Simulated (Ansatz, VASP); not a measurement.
## Two plane-wave programs on Gd

The input INCAR:

```
SYSTEM = Gd
PREC     = Accurate       ! precision mode
ENCUT    = 520            ! plane-wave cutoff, eV
EDIFF    = 1E-6           ! SCF threshold, eV
ISMEAR   = 1              ! smearing method
SIGMA    = 0.3            ! smearing width, eV
LREAL    = .FALSE.        ! projectors in reciprocal space
LASPH    = .TRUE.         ! aspherical terms in the spheres
NELM     = 150            ! most SCF steps
ALGO     = Normal         ! electronic algorithm
ISIF     = 2              ! what is computed and relaxed
LWAVE    = .FALSE.        ! write WAVECAR
LCHARG   = .TRUE.         ! write CHGCAR
ISPIN    = 2              ! spin polarisation
MAGMOM   = 7.214 7.214    ! initial moments
LORBIT   = 11             ! projections on sites
LMAXMIX  = 6              ! l up to which the mixer works
GGA      = CA             ! functional
LELF     = .TRUE.         ! ELF
LVHAR    = .TRUE.       
NBANDS   = 29             ! bands
```

The input KPOINTS:

```
regular mesh
0
G
  10 10 6
  0 0 0
```

File POSCAR:

```
Gd
1.0
    3.4841536640      0.0000000000      0.0000000000
   -1.7420768320      3.0173655837      0.0000000000
    0.0000000000      0.0000000000      5.5867162136
Gd
2
Direct
    0.3333333333      0.6666666667      0.2500000000
    0.6666666667      0.3333333333      0.7500000000
```

Input for Ansatz:

```yaml
crystal:
  lattice:
    - [3.484153664, 0.0, 0.0]
    - [-1.742076832, 3.0173655837, 0.0]
    - [0.0, 0.0, 5.5867162136]
  atoms:
    - { symbol: Gd, position: [0.3333333333, 0.6666666667, 0.25], spin: 7.214 }
    - { symbol: Gd, position: [0.6666666667, 0.3333333333, 0.75], spin: 7.214 }
hamiltonian:
  xc: lda
  pseudopotentials:
    kind: paw
    azcp:
      Gd: "pseudopotentials/Gd.paw.azcp"
basis:
  ecutwfc: 420
  fft_grid_basis: typed
kpoints:
  mp_grid: { grid: [10, 10, 6], shift: [0, 0, 0] }
magnetization:
  spin_polarized: true
scf:
  occupations: { method: methfessel_paxton, width: 0.3 }
  lower_state_search: "off"
output:
  stress: true
  write_density: true
  write_potential: true
  elf: true
  volumetric_format: npy
```

Alike in both runs: task single point; functional LDA; k mesh 10 × 10 × 6; occupations methfessel-paxton of order 1, width 0.3 eV; collinear spin.

|  | VASP | Ansatz |
| --- | --- | --- |
| version | VASP 6.6.1 | Ansatz 0.2.0 |
| potentials or method | VASP PAW PBE potentials, release 64 (Gd), cutoff 520 eV | plane waves (420 eV) with PAW, scalar-relativistic |
| valence electrons in the cell | 36 | 36 |

VASP gave:

```
pressure (GPa)                                                : -1.1
traceless stress, the component that is largest in VASP (GPa) : -0.12
net moment per atom (μB)                                      : 7.30
size of the moment on the site where the two differ most (μB) : 6.90
```

Q: What did Ansatz give for the same quantities?

A: Pressure (GPa): -0.6; traceless stress, the component that is largest in VASP (GPa): -0.09; net moment per atom (μB): 7.42; size of the moment on the site where the two differ most (μB): 7.22.

The net moments are unlike, so the other rows may belong to different states. VASP's potentials were made for PBE, not for LDA, and Ansatz warns of the same on its side. LDA's correlation is that of Perdew and Zunger in VASP and of Perdew and Wang (1992) in Ansatz. Site moments also hang on the region over which each program counts them. Ansatz's warnings: stability check not made.

Neither program's run includes spin-orbit coupling.
